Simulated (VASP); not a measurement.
# SnO (Pmn2_1) in VASP: settings compared

Aim: see how the results for SnO move with the level of theory and the settings. Levels: PBE+D3(BJ), LDA, r2SCAN. Tasks: relaxation of shape and atoms at fixed volume, single point.

All numbers are computed with VASP 6.6.1; they aren't measurements. Logs are shortened: lines on timing, memory, paths and dates and some standing lists are left out, and cuts for length are marked.

### 1 The cell of the first run

Symmetry: Pmn2_1, No. 31, orthorhombic system. Conventional cell: a = 3.296 Å, b = 5.574 Å, c = 3.712 Å, α = 90.00°, β = 90.00°, γ = 90.00°. Sn (site symmetry m) has 3 O at 2.13 to 2.14 Å within 2.8 Å. O (site symmetry m) has 3 Sn at 2.13 to 2.14 Å within 2.8 Å.

### 2 Relaxation of shape and atoms at fixed volume, PBE+D3(BJ) (volume scaled by 0.91)

Input file INCAR:

```
SYSTEM = SnO
PREC = Accurate
ENCUT = 600
EDIFF = 1E-6
ISMEAR = 0
SIGMA = 0.02
LREAL = .FALSE.
LASPH = .TRUE.
NELM = 100
ALGO = Normal
ISIF = 4
LWAVE = .FALSE.
LCHARG = .FALSE.
GGA = PE
IVDW = 12
IBRION = 2
NSW = 50
EDIFFG = -0.01
```

Input file KPOINTS:

```
regular mesh
0
G
  8 6 6
  0 0 0
```

Input file POSCAR:

```
SnO
1.0
    3.2960138974      0.0000000000      0.0000000000
    0.0000000000      5.5735385851      0.0000000000
    0.0000000000      0.0000000000      3.7120882342
Sn O
2 2
Direct
    0.0000000000      0.2406913321      0.5366679138
    0.5000000000      0.7593086679      0.0366679138
    0.0000000000      0.8776309452      0.7133330862
    0.5000000000      0.1223690548      0.2133330862
```

Potentials or basis: VASP PAW PBE potentials, release 64 (Sn_d, O).

On the command line:

```console
cat potpaw_PBE.64/Sn_d/POTCAR potpaw_PBE.64/O/POTCAR > POTCAR
mpirun -np 1 vasp_std > vasp.out
```

OUTCAR:

```text
SYSTEM = SnO
   PREC = Accurate
   ENCUT = 600
   EDIFF = 1E-6
   ISMEAR = 0
   LREAL = .FALSE.
   LASPH = .TRUE.
   NELM = 100
   ISIF = 4
   GGA = PE
   IVDW = 12
   IBRION = 2
   NSW = 50
   EDIFFG = -0.01
 IVDW          = 12

 ion  position               nearest neighbor table
   1  0.000  0.241  0.537-   3 2.13   4 2.14   4 2.14   2 3.66   2 3.66   2 3.66   2 3.66
   2  0.500  0.759  0.037-   4 2.13   3 2.14   3 2.14   1 3.66   1 3.66   1 3.66   1 3.66
   3  0.000  0.878  0.713-   1 2.13   2 2.14   2 2.14
   4  0.500  0.122  0.213-   2 2.13   1 2.14   1 2.14

  LATTYP: Found a simple orthorhombic cell.
 ALAT       =     3.2960138974
 B/A-ratio  =     1.1262356136
 C/A-ratio  =     1.6909936543

  Lattice vectors:

 A1 = (  -3.2960138974,   0.0000000000,   0.0000000000)
 A2 = (   0.0000000000,   0.0000000000,   3.7120882342)
 A3 = (   0.0000000000,   5.5735385851,   0.0000000000)

Analysis of symmetry for initial positions (statically):
=====================================================================
 Subroutine PRICEL returns:
 Original cell was already a primitive cell.

 Routine SETGRP: Setting up the symmetry group for a
 simple orthorhombic supercell.

 Subroutine GETGRP returns: Found  4 space group operations
 (whereof  2 operations were pure point group operations)
 out of a pool of  8 trial point group operations.

The static configuration has the point symmetry C_1h.
 The point group associated with its full space group is C_2v.

Analysis of symmetry for dynamics (positions and initial velocities):
=====================================================================
 Subroutine PRICEL returns:
 Original cell was already a primitive cell.

 Routine SETGRP: Setting up the symmetry group for a
 simple orthorhombic supercell.

 Subroutine GETGRP returns: Found  4 space group operations
 (whereof  2 operations were pure point group operations)
 out of a pool of  8 trial point group operations.

The dynamic configuration has the point symmetry C_1h.
 The point group associated with its full space group is C_2v.

 Subroutine INISYM returns: Found  4 space group operations
 (whereof  2 operations are pure point group operations),
 and found     1 'primitive' translations

----------------------------------------------------------------------------------------

                                     Primitive cell

  volume of cell :      68.1928

  direct lattice vectors                    reciprocal lattice vectors
     3.296013897  0.000000000  0.000000000     0.303396779  0.000000000  0.000000000
     0.000000000  5.573538585  0.000000000     0.000000000  0.179419230  0.000000000
     0.000000000  0.000000000  3.712088234     0.000000000  0.000000000  0.269390148

  length of vectors
     3.296013897  5.573538585  3.712088234     0.303396779  0.179419230  0.269390148

  position of ions in fractional coordinates (direct lattice)
     0.000000000  0.240691332  0.536667914
     0.500000000  0.759308668  0.036667914
     0.000000000  0.877630945  0.713333086
     0.500000000  0.122369055  0.213333086

  ion indices of the primitive-cell ions
   primitive index   ion index
                 1           1
                 2           2
                 3           3
                 4           4

----------------------------------------------------------------------------------------

 KPOINTS: regular mesh

Automatic generation of k-mesh.
 Grid dimensions read from file:
 generate k-points for:    8    6    6

 Generating k-lattice:

  Cartesian coordinates                     Fractional coordinates (reciprocal lattice)
     0.037924597  0.000000000  0.000000000     0.125000000  0.000000000  0.000000000
     0.000000000  0.029903205  0.000000000     0.000000000  0.166666667  0.000000000
     0.000000000  0.000000000  0.044898358     0.000000000  0.000000000  0.166666667

  Length of vectors
     0.037924597  0.029903205  0.044898358

  Shift w.r.t. Gamma in fractional coordinates (k-lattice)
     0.000000000  0.000000000  0.000000000

 Subroutine IBZKPT returns following result:
 ===========================================

 Found     80 irreducible k-points:

 Following reciprocal coordinates:
            Coordinates               Weight
  0.000000  0.000000  0.000000      1.000000
  0.125000  0.000000  0.000000      2.000000
  0.250000  0.000000  0.000000      2.000000
  0.375000  0.000000  0.000000      2.000000
  0.500000  0.000000  0.000000      1.000000
  0.000000  0.166667  0.000000      2.000000
[... 16 lines left out ...]
  0.250000  0.000000  0.166667      4.000000
  0.375000  0.000000  0.166667      4.000000
 [... further k-points ...]
   k-points           NKPTS =     80   k-points in BZ     NKDIM =     80   number of bands    NBANDS=     24
   number of dos      NEDOS =    301   number of ions     NIONS =      4
   total plane-waves  NPLWV =  40320
   dimension x,y,z NGX =    28 NGY =   48 NGZ =   30
   dimension x,y,z NGXF=    56 NGYF=   96 NGZF=   60
   ions per type =               2   2
   NGX,Y,Z   is equivalent  to a cutoff of  14.12, 14.32, 13.44 a.u.
   NGXF,Y,Z  is equivalent  to a cutoff of  28.25, 28.63, 26.87 a.u.
 SYSTEM =  SnO
   PREC   = accura    normal or accurate (medium, high low for compatibility)
   ISTART =      0    job   : 0-new  1-cont  2-samecut
   ICHARG =      2    charge: 1-file 2-atom 10-const
   ISPIN  =      1    spin polarized calculation?
   LNONCOLLINEAR =      F non collinear calculations
   LSORBIT =      F    spin-orbit coupling
   LASPH  =      T    aspherical Exc in radial PAW
   ENCUT  =  600.0 eV  44.10 Ry    6.64 a.u.   6.58 11.13  7.41*2*pi/ulx,y,z
   NELM   =    100;   NELMIN=  2; NELMDL= -5     # of ELM steps
   EDIFF  = 0.1E-05   stopping-criterion for ELM
   LREAL  =      F    real-space projection
   EDIFFG = -.1E-01   stopping-criterion for IOM
   NSW    =     50    number of steps for IOM
   IBRION =      2    ionic relax: 0-MD 1-quasi-New 2-CG
   NFREE  =      1    steps in history (QN), initial steepest desc. (CG)
   ISIF   =      4    stress and relaxation
   ISYM   =      2    0-nonsym 1-usesym 2-fastsym
   POTIM  = 0.5000    time-step for ionic-motion
   TEBEG  =    0.0;   TEEND  =   0.0 temperature during run
   PSTRESS=    0.0 pullay stress
   NELECT =      40.0000    total number of electrons
   NUPDOWN=      -1.0000    fix difference up-down
   EMIN   =  10.00;   EMAX   =-10.00  energy-range for DOS
   EFERMI =   0.00;   METHOD = LEGACY
   ISMEAR =     0;   SIGMA  =   0.02  broadening in eV -4-tet -1-fermi 0-gaus
   EFERMI_NEDOS =   21; number of points for ismear=-14 and -15
   IALGO  =     38    algorithm
   IMIX   =      4    mixing-type and parameters
     AMIX     =   0.40;   BMIX     =  1.00
     AMIX_MAG =   1.60;   BMIX_MAG =  1.00
  volume/ion in A,a.u.               =      17.05       115.05
  Fermi-wavevector in a.u.,A,eV,Ry     =   1.370404  2.589689 25.551850  1.878008
  Thomas-Fermi vector in A             =   2.496194
   LORBIT       =      0    0 simple, 1 ext, 2 COOP (PROOUT), +10 PAW based schemes
   GGA     = PE    functional components
   LHFCALC =     F    Hartree Fock is set to
   AEXX    =    0.0000 exact exchange contribution
   IVDW    =    12    specifies the selected vdW correction
   LEPSILON=     F    determine dielectric tensor
   LRPA    =     F    only Hartree local field effects (RPA)
 conjugate gradient relaxation of ions
 non-spin polarized calculation
 Gauss-broadening in eV      SIGMA  =   0.02
  energy-cutoff  :      600.00
  volume of cell :       68.19
 maximum number of plane-waves:      2298
 NGX is ok and might be reduce to    28
   NGX = 13   NGY = 23   NGZ = 15

--------------------------------------- Ionic step        1  -------------------------------------------

 number of electron      39.9999998 magnetization

 Free energy of the ion-electron system (eV)
  ---------------------------------------------------
  ext. energy  EPLUGINS =         0.00000000
  ---------------------------------------------------
  free energy    TOTEN  =       -22.25350370 eV

  energy without entropy =      -22.25350370  energy(sigma->0) =      -22.25350370

------------------------ aborting loop because EDIFF is reached ----------------------------------------

 Edisp (eV)   -0.97151

 E8    (eV) :    -0.4220

  FORCE on cell =-STRESS in cart. coord.  units (eV):
  Direction    XX          YY          ZZ          XY          YZ          ZX
  --------------------------------------------------------------------------------------
  -------------------------------------------------------------------------------------
  Total       2.23063     2.21888     1.75136     0.00000     0.00000     0.00000
  in kB      52.40833    52.13209    41.14789     0.00000     0.00000     0.00000
  external pressure =       48.56 kB  Pullay stress =        0.00 kB
[... 103 lines left out ...]
  FREE ENERGIE OF THE ION-ELECTRON SYSTEM (eV)
  ---------------------------------------------------
  free  energy   TOTEN  =       -23.2445710054 eV

  energy  without entropy=      -23.2445710054  energy(sigma->0) =      -23.24457101

[... ionic steps 4 to 11 ...]

--------------------------------------- Ionic step       12  -------------------------------------------

 number of electron      40.0000016 magnetization

------------------------ aborting loop because EDIFF is reached ----------------------------------------

 Edisp (eV)   -0.97151

 E8    (eV) :    -0.4219
[... 73 lines left out ...]
  energy  without entropy=      -23.2486084595  energy(sigma->0) =      -23.24860846

--------------------------------------- Ionic step       14  -------------------------------------------

 number of electron      40.0000016 magnetization

 Free energy of the ion-electron system (eV)
  ---------------------------------------------------
  ext. energy  EPLUGINS =         0.00000000
  ---------------------------------------------------
  free energy    TOTEN  =       -22.27713077 eV

  energy without entropy =      -22.27713077  energy(sigma->0) =      -22.27713077

 E-fermi :   6.8578     XC(G=0): -10.4832

 val. band max:        6.7028902863   @ k =   0.0000   0.0000   0.0000
 cond. band min:       7.7655874690   @ k =   0.3750   0.5000   0.0000
 fundamental gap:      1.0626971827
 Fermi energy:         6.8578383915

 k-point     1 :       0.0000    0.0000    0.0000
  band No.  band energies     occupation
      1     -14.6171      2.00000
      2     -14.3296      2.00000
      3     -14.2916      2.00000
      4     -14.2026      2.00000
      5     -14.1760      2.00000
      6     -14.1755      2.00000
[... 637 lines left out ...]
     23      11.3686      0.00000
     24      11.7003      0.00000

 [... further k-points ...]

------------------------ aborting loop because EDIFF is reached ----------------------------------------

 Edisp (eV)   -0.97151

 E8    (eV) :    -0.4219

  FORCE on cell =-STRESS in cart. coord.  units (eV):
  Direction    XX          YY          ZZ          XY          YZ          ZX
  --------------------------------------------------------------------------------------
  -------------------------------------------------------------------------------------
  Total       0.88021     0.89197     0.86697     0.00000     0.00000     0.00000
  in kB      20.68030    20.95664    20.36920     0.00000     0.00000     0.00000
  external pressure =       20.67 kB  Pullay stress =        0.00 kB
[... 19 lines left out ...]
  FREE ENERGIE OF THE ION-ELECTRON SYSTEM (eV)
  ---------------------------------------------------
  free  energy   TOTEN  =       -23.2486408672 eV

  energy  without entropy=      -23.2486408672  energy(sigma->0) =      -23.24864087

 reached required accuracy - stopping structural energy minimisation
```

It took 9.2 min on 1 thread of Intel Xeon Platinum 8488C (Sapphire Rapids), shared host; peak memory 0.3 GiB.

What came out:

```
Free energy                  : -23.2486 eV
Energy gained by relaxing    : 5.9 meV/atom
Ionic steps                  : 14
Pressure after relaxing      : 2.1 GPa
Largest force after relaxing : 0.004 eV/Å
Band gap on the k mesh       : 1.06 eV, indirect (least direct gap 1.65 eV)
Dispersion energy per atom   : -0.243 eV
```

Forces on the atoms (eV/Å):
```
Sn   0.000  0.000 -0.004
Sn   0.000  0.000 -0.004
O    0.000 -0.002  0.004
O    0.000  0.002  0.004
```

The path:
```tsv
step	energy change (eV)	largest force (eV/Å)	pressure (GPa)	volume (Å³)
1	0.0000	0.5657	4.86	68.19
2	-0.0194	0.0718	2.70	68.19
3	-0.0196	0.0643	2.51	68.19
4	-0.0209	0.0627	2.39	68.19
5	-0.0214	0.0818	2.22	68.19
6	-0.0215	0.0726	2.29	68.19
7	-0.0225	0.0230	2.17	68.19
8	-0.0226	0.0391	2.11	68.19
9	-0.0229	0.0334	2.12	68.19
10	-0.0235	0.0200	2.11	68.19
11	-0.0235	0.0185	2.12	68.19
12	-0.0236	0.0224	1.98	68.19
13	-0.0236	0.0107	2.02	68.19
14	-0.0236	0.0042	2.07	68.19
```

Final structure:
```cif
data_structure
_symmetry_space_group_name_H-M 'P 1'
_symmetry_Int_Tables_number 1
_cell_length_a 3.3299
_cell_length_b 5.6188
_cell_length_c 3.6447
_cell_angle_alpha 90.000
_cell_angle_beta 90.000
_cell_angle_gamma 90.000
_cell_volume 68.19
loop_
_atom_site_label
_atom_site_type_symbol
_atom_site_fract_x
_atom_site_fract_y
_atom_site_fract_z
_atom_site_occupancy
Sn1 Sn 0.00000 0.24352 0.54471 1
Sn2 Sn 0.50000 0.75648 0.04471 1
O1 O 0.00000 0.87472 0.70529 1
O2 O 0.50000 0.12528 0.20529 1
```

Caveat: the cell differs from its parent crystal (volume scaled by 0.91); spin-orbit coupling is left out, which moves the levels of the heavy elements.

(Part 1 of 2 ends here.)
